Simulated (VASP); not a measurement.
# Na3HfZr (Pm-3m) in VASP: a series of runs

Runs on Na3HfZr. Level: PBE. Tasks: single point, relaxation of cell and atoms.

All numbers are computed with VASP 6.6.1; they aren't measurements. Logs are shortened: lines on timing, memory, paths and dates and some standing lists are left out, and cuts for length are marked.

## 1. The cell of the first run

Symmetry: Pm-3m, No. 221, cubic system. The conventional cell has a = 5.376 Å, b = 5.376 Å, c = 5.376 Å, α = 90.00°, β = 90.00°, γ = 90.00°. Na (site symmetry 4/mmm) has 2 Zr at 2.69 Å within 3.5 Å. Zr (site symmetry m-3m) has 6 Na at 2.69 Å within 3.5 Å. Hf (site symmetry m-3m) has 12 Na at 3.80 Å and 8 Zr at 4.66 Å within 5.0 Å.

## 2. Single point, PBE

INCAR reads:

```
PREC = Accurate
ENCUT = 520
EDIFF = 1E-6
ISMEAR = 0
SIGMA = 0.1
LREAL = False
LASPH = True
NELM = 60
ALGO = Fast
ISIF = 2
LWAVE = False
LCHARG = False
GGA = PE
NBANDS = 30
```

KPOINTS reads:

```
Automatic mesh
0
Gamma
  8 8 8
```

POSCAR reads:

```
Na3HfZr
1.0
    5.3755089553      0.0000000000      0.0000000000
    0.0000000000      5.3755089553      0.0000000000
    0.0000000000      0.0000000000      5.3755089553
Na Zr Hf
3 1 1
Direct
    0.0000000000      0.5000000000      0.5000000000
    0.5000000000      0.0000000000      0.5000000000
    0.5000000000      0.5000000000      0.0000000000
    0.5000000000      0.5000000000      0.5000000000
    0.0000000000      0.0000000000      0.0000000000
```

Potentials or basis: VASP PAW PBE potentials, release 64 (Na_pv, Zr_sv, Hf_pv).

Launch:

```console
$ cat potpaw_PBE.64/Na_pv/POTCAR potpaw_PBE.64/Zr_sv/POTCAR potpaw_PBE.64/Hf_pv/POTCAR > POTCAR
$ mpirun -np 1 vasp_std > vasp.out
```

OUTCAR:

```text
PREC = Accurate
   ENCUT = 520
   EDIFF = 1E-6
   ISMEAR = 0
   LREAL = False
   LASPH = True
   NELM = 60
   ISIF = 2
   GGA = PE

 ion  position               nearest neighbor table
   1  0.000  0.500  0.500-   4 2.69   4 2.69
   2  0.500  0.000  0.500-   4 2.69   4 2.69
   3  0.500  0.500  0.000-   4 2.69   4 2.69
   4  0.500  0.500  0.500-   1 2.69   2 2.69   3 2.69   3 2.69   2 2.69   1 2.69
   5  0.000  0.000  0.000-

  LATTYP: Found a simple cubic cell.
 ALAT       =     5.3755089553

  Lattice vectors:

 A1 = (   5.3755089553,   0.0000000000,   0.0000000000)
 A2 = (   0.0000000000,   5.3755089553,   0.0000000000)
 A3 = (   0.0000000000,   0.0000000000,   5.3755089553)

Analysis of symmetry for initial positions (statically):
=====================================================================
 Subroutine PRICEL returns:
 Original cell was already a primitive cell.

 Routine SETGRP: Setting up the symmetry group for a
 simple cubic supercell.

 Subroutine GETGRP returns: Found 48 space group operations
 (whereof 48 operations were pure point group operations)
 out of a pool of 48 trial point group operations.

The static configuration has the point symmetry O_h .

Analysis of symmetry for dynamics (positions and initial velocities):
=====================================================================
 Subroutine PRICEL returns:
 Original cell was already a primitive cell.

 Routine SETGRP: Setting up the symmetry group for a
 simple cubic supercell.

 Subroutine GETGRP returns: Found 48 space group operations
 (whereof 48 operations were pure point group operations)
 out of a pool of 48 trial point group operations.

The dynamic configuration has the point symmetry O_h .

 Subroutine INISYM returns: Found 48 space group operations
 (whereof 48 operations are pure point group operations),
 and found     1 'primitive' translations

----------------------------------------------------------------------------------------

                                     Primitive cell

  volume of cell :     155.3312

  direct lattice vectors                    reciprocal lattice vectors
     5.375508955  0.000000000  0.000000000     0.186028897  0.000000000  0.000000000
     0.000000000  5.375508955  0.000000000     0.000000000  0.186028897  0.000000000
     0.000000000  0.000000000  5.375508955     0.000000000  0.000000000  0.186028897

  length of vectors
     5.375508955  5.375508955  5.375508955     0.186028897  0.186028897  0.186028897

  position of ions in fractional coordinates (direct lattice)
     0.000000000  0.500000000  0.500000000
     0.500000000  0.000000000  0.500000000
     0.500000000  0.500000000  0.000000000
     0.500000000  0.500000000  0.500000000
     0.000000000  0.000000000  0.000000000

  ion indices of the primitive-cell ions
   primitive index   ion index
                 1           1
                 2           2
                 3           3
                 4           4
                 5           5

----------------------------------------------------------------------------------------

 KPOINTS: Automatic mesh

Automatic generation of k-mesh.
 Grid dimensions read from file:
 generate k-points for:    8    8    8

 Generating k-lattice:

  Cartesian coordinates                     Fractional coordinates (reciprocal lattice)
     0.023253612  0.000000000  0.000000000     0.125000000  0.000000000  0.000000000
     0.000000000  0.023253612  0.000000000     0.000000000  0.125000000  0.000000000
     0.000000000  0.000000000  0.023253612     0.000000000  0.000000000  0.125000000

  Length of vectors
     0.023253612  0.023253612  0.023253612

  Shift w.r.t. Gamma in fractional coordinates (k-lattice)
     0.000000000  0.000000000  0.000000000

 Subroutine IBZKPT returns following result:
 ===========================================

 Found     35 irreducible k-points:

 Following reciprocal coordinates:
            Coordinates               Weight
  0.000000  0.000000  0.000000      1.000000
  0.125000  0.000000  0.000000      6.000000
  0.250000  0.000000  0.000000      6.000000
  0.375000  0.000000  0.000000      6.000000
  0.500000  0.000000  0.000000      3.000000
  0.125000  0.125000  0.000000     12.000000
[... 16 lines left out ...]
  0.375000  0.375000  0.125000     24.000000
  0.500000  0.375000  0.125000     24.000000
 [... further k-points ...]
   k-points           NKPTS =     35   k-points in BZ     NKDIM =     35   number of bands    NBANDS=     30
   number of dos      NEDOS =    301   number of ions     NIONS =      5
   total plane-waves  NPLWV =  64000
   dimension x,y,z NGX =    40 NGY =   40 NGZ =   40
   dimension x,y,z NGXF=    80 NGYF=   80 NGZF=   80
   ions per type =               3   1   1
   NGX,Y,Z   is equivalent  to a cutoff of  12.37, 12.37, 12.37 a.u.
   NGXF,Y,Z  is equivalent  to a cutoff of  24.74, 24.74, 24.74 a.u.
 SYSTEM =  unknown system
   PREC   = accura    normal or accurate (medium, high low for compatibility)
   ISTART =      0    job   : 0-new  1-cont  2-samecut
   ICHARG =      2    charge: 1-file 2-atom 10-const
   ISPIN  =      1    spin polarized calculation?
   LNONCOLLINEAR =      F non collinear calculations
   LSORBIT =      F    spin-orbit coupling
   LASPH  =      T    aspherical Exc in radial PAW
   ENCUT  =  520.0 eV  38.22 Ry    6.18 a.u.   9.99  9.99  9.99*2*pi/ulx,y,z
   NELM   =     60;   NELMIN=  2; NELMDL= -5     # of ELM steps
   EDIFF  = 0.1E-05   stopping-criterion for ELM
   LREAL  =      F    real-space projection
   EDIFFG = 0.1E-04   stopping-criterion for IOM
   NSW    =      0    number of steps for IOM
   IBRION =     -1    ionic relax: 0-MD 1-quasi-New 2-CG
   NFREE  =      0    steps in history (QN), initial steepest desc. (CG)
   ISIF   =      2    stress and relaxation
   ISYM   =      2    0-nonsym 1-usesym 2-fastsym
   POTIM  = 0.5000    time-step for ionic-motion
   TEBEG  =    0.0;   TEEND  =   0.0 temperature during run
   PSTRESS=    0.0 pullay stress
   NELECT =      43.0000    total number of electrons
   NUPDOWN=      -1.0000    fix difference up-down
   EMIN   =  10.00;   EMAX   =-10.00  energy-range for DOS
   EFERMI =   0.00;   METHOD = LEGACY
   ISMEAR =     0;   SIGMA  =   0.10  broadening in eV -4-tet -1-fermi 0-gaus
   EFERMI_NEDOS =   21; number of points for ismear=-14 and -15
   IALGO  =     68    algorithm
   IMIX   =      4    mixing-type and parameters
     AMIX     =   0.40;   BMIX     =  1.00
     AMIX_MAG =   1.60;   BMIX_MAG =  1.00
  volume/ion in A,a.u.               =      31.07       209.65
  Fermi-wavevector in a.u.,A,eV,Ry     =   1.066952  2.016246 15.488679  1.138386
  Thomas-Fermi vector in A             =   2.202552
   LORBIT       =      0    0 simple, 1 ext, 2 COOP (PROOUT), +10 PAW based schemes
   GGA     = PE    functional components
   LHFCALC =     F    Hartree Fock is set to
   AEXX    =    0.0000 exact exchange contribution
   IVDW    =     0    specifies the selected vdW correction
   LEPSILON=     F    determine dielectric tensor
   LRPA    =     F    only Hartree local field effects (RPA)
 non-spin polarized calculation
 RMM-DIIS sequential band-by-band and
 Gauss-broadening in eV      SIGMA  =   0.10
  energy-cutoff  :      520.00
  volume of cell :      155.33
 maximum number of plane-waves:      4224
 NGX is ok and might be reduce to    40
   NGX = 19   NGY = 19   NGZ = 19

 number of electron      42.9999929 magnetization

 Free energy of the ion-electron system (eV)
  ---------------------------------------------------
  ext. energy  EPLUGINS =         0.00000000
  ---------------------------------------------------
  free energy    TOTEN  =       -12.86298509 eV

  energy without entropy =      -12.82009158  energy(sigma->0) =      -12.84153834

 E-fermi :   1.7754     XC(G=0):  -8.1834

 val. band max:        1.7614512433   @ k =   0.2500   0.1250   0.0000
 cond. band min:       1.7759083605   @ k =   0.2500   0.1250   0.0000
 fundamental gap:      0.0144571173
 Fermi energy:         1.7753929968

 k-point     1 :       0.0000    0.0000    0.0000
  band No.  band energies     occupation
      1     -47.6692      2.00000
      2     -30.7118      2.00000
      3     -30.7118      2.00000
      4     -30.7118      2.00000
      5     -25.8131      2.00000
      6     -25.8131      2.00000
[... 22 lines left out ...]
     29       3.2390      0.00000
     30       3.2390      0.00000

 k-point     2 :       0.1250    0.0000    0.0000
  band No.  band energies     occupation
      1     -47.6693      2.00000
      2     -30.7119      2.00000
      3     -30.7118      2.00000
      4     -30.7118      2.00000
      5     -25.8130      2.00000
      6     -25.8130      2.00000
[... 22 lines left out ...]
     29       3.6927      0.00000
     30       3.8997      0.00000

 k-point     3 :       0.2500    0.0000    0.0000
  band No.  band energies     occupation
      1     -47.6694      2.00000
      2     -30.7120      2.00000
      3     -30.7118      2.00000
      4     -30.7118      2.00000
      5     -25.8127      2.00000
      6     -25.8127      2.00000
[... 22 lines left out ...]
     29       4.3258      0.00000
     30       4.4677      0.00000

 k-point     4 :       0.3750    0.0000    0.0000
  band No.  band energies     occupation
      1     -47.6695      2.00000
      2     -30.7121      2.00000
      3     -30.7118      2.00000
      4     -30.7118      2.00000
      5     -25.8125      2.00000
      6     -25.8125      2.00000
[... 616 lines left out ...]
     29       3.6014      0.00000
     30       3.7412      0.00000

 k-point    23 :       0.3750    0.3750    0.1250
  band No.  band energies     occupation
      1     -47.6699      2.00000
      2     -30.7121      2.00000
      3     -30.7121      2.00000
      4     -30.7118      2.00000
      5     -25.8051      2.00000
      6     -25.7726      2.00000
[... 22 lines left out ...]
     29       3.3425      0.00000
     30       3.6125      0.00000

 k-point    24 :       0.5000    0.3750    0.1250
  band No.  band energies     occupation
      1     -47.6699      2.00000
      2     -30.7122      2.00000
      3     -30.7121      2.00000
      4     -30.7118      2.00000
      5     -25.8050      2.00000
      6     -25.7724      2.00000
[... 22 lines left out ...]
     29       3.2532      0.00000
     30       3.3431      0.00000

 [... further k-points ...]

------------------------ aborting loop because EDIFF is reached ----------------------------------------

  FORCE on cell =-STRESS in cart. coord.  units (eV):
  Direction    XX          YY          ZZ          XY          YZ          ZX
  --------------------------------------------------------------------------------------
  -------------------------------------------------------------------------------------
  Total        0.0763904      0.0763904      0.0763904      0.0000000      0.0000000     -0.0000000
  in kB        0.7879352      0.7879352      0.7879352      0.0000000      0.0000000     -0.0000000
  external PRESSURE =       0.7879352 kB  Pullay stress =       0.0000000 kB

 VOLUME and BASIS-vectors are now :
 -----------------------------------------------------------------------------
  energy-cutoff  :      520.00
  volume of cell :      155.33
      direct lattice vectors                 reciprocal lattice vectors
     5.375508955  0.000000000  0.000000000     0.186028897  0.000000000  0.000000000
     0.000000000  5.375508955  0.000000000     0.000000000  0.186028897  0.000000000
     0.000000000  0.000000000  5.375508955     0.000000000  0.000000000  0.186028897

 POSITION                                       TOTAL-FORCE (eV/Angst)
 -----------------------------------------------------------------------------------
      0.00000      2.68775      2.68775         0.000000      0.000000      0.000000
      2.68775      0.00000      2.68775         0.000000      0.000000      0.000000
      2.68775      2.68775      0.00000         0.000000      0.000000      0.000000
      2.68775      2.68775      2.68775         0.000000      0.000000      0.000000
      0.00000      0.00000      0.00000         0.000000      0.000000      0.000000
 -----------------------------------------------------------------------------------
    total drift:                                0.000000      0.000000     -0.000000

  FREE ENERGIE OF THE ION-ELECTRON SYSTEM (eV)
  ---------------------------------------------------
  free  energy   TOTEN  =       -12.8629850940 eV

  energy  without entropy=      -12.8200915812  energy(sigma->0) =      -12.84153834
```

It took 14 min on 1 thread of Oxide Virtual Turin-like, shared host; peak memory 0.32 GiB.

Results:

| Quantity | Value |
| --- | --- |
| Free energy | -12.8630 eV |
| Pressure | 0.1 GPa |
| Band gap on the k mesh | zero (an odd number of electrons rules out a gap without spin polarisation) |

Caveat: spin-orbit coupling is left out, which moves the levels of the heavy elements.

## 3. Relaxation of cell and atoms, PBE

INCAR reads:

```
SYSTEM = Na3HfZr
PREC = Accurate ; ENCUT = 600
EDIFF = 1E-6 ; ISMEAR = 0
SIGMA = 0.1 ; LREAL = .FALSE.
LASPH = .TRUE. ; NELM = 80
ALGO = Fast ; ISIF = 3
LWAVE = .FALSE. ; LCHARG = .FALSE.
GGA = PE ; IBRION = 2
NSW = 100 ; EDIFFG = -0.01
```

KPOINTS reads:

```
regular mesh
0
G
  8 8 8
  0 0 0
```

POSCAR, as its differences from that of step 2:

```diff
@@ -2,5 +2,5 @@
 1.0
-    5.3755089553      0.0000000000      0.0000000000
-    0.0000000000      5.3755089553      0.0000000000
-    0.0000000000      0.0000000000      5.3755089553
+    5.3725486908      0.0000000000      0.0000000000
+    0.0000000000      5.3725486908      0.0000000000
+    0.0000000000      0.0000000000      5.3725486908
 Na Zr Hf
```

Potentials or basis: VASP PAW PBE potentials, release 64 (Na_pv, Zr_sv, Hf_pv).

Launch:

```console
$ cat potpaw_PBE.64/Na_pv/POTCAR potpaw_PBE.64/Zr_sv/POTCAR potpaw_PBE.64/Hf_pv/POTCAR > POTCAR
$ mpirun -np 1 vasp_std > vasp.out
```

It took 22 min on 1 thread of Oxide Virtual Turin-like, shared host; peak memory 0.43 GiB.

The run converged. Its results:

```
Free energy                           : -12.8628 eV
Relaxed volume                        : 31.10 Å³/atom
Relaxed cell                          : a = 5.378 Å, b = 5.378 Å, c = 5.378 Å, α = 90.00°, β = 90.00°, γ = 90.00°
Space group after relaxing (to 0.1 Å) : Pm-3m (No. 221)
Energy gained by relaxing             : 0.1 meV/atom
Ionic steps                           : 2
Pressure after relaxing               : 0.0 GPa
Band gap on the k mesh                : zero (an odd number of electrons rules out a gap without spin polarisation)
```

Step by step:
| step | energy change (eV) | largest force (eV/Å) | pressure (GPa) | volume (Å³) |
| --- | --- | --- | --- | --- |
| 1 | 0.0000 | 0.0000 | 0.10 | 155.07 |
| 2 | -0.0003 | 0.0000 | 0.04 | 155.52 |

Final structure:
```
CELL_PARAMETERS angstrom
5.37770 0.00000 0.00000
0.00000 5.37770 0.00000
0.00000 0.00000 5.37770
ATOMIC_POSITIONS crystal
Na 0.00000 0.50000 0.50000
Na 0.50000 0.00000 0.50000
Na 0.50000 0.50000 0.00000
Zr 0.50000 0.50000 0.50000
Hf 0.00000 0.00000 0.00000
```

Levels at points of the mesh, in eV from the Fermi level:
```csv
k point,band 19,band 20,band 21,band 22,band 23,band 24,band 25
"(0.00, 0.00, 0.00)",-0.54,0.09,0.09,0.09,0.95,1.32,1.46
"(0.50, 0.00, 0.00)",0.04,0.04,0.05,0.22,0.34,0.44,0.69
"(0.50, 0.50, 0.00)",-0.60,-0.60,-0.28,-0.28,0.58,0.77,0.84
"(0.50, 0.50, 0.50)",-0.68,-0.68,-0.45,-0.45,-0.45,-0.16,0.86
```

Caveat: spin-orbit coupling is left out, which moves the levels of the heavy elements.
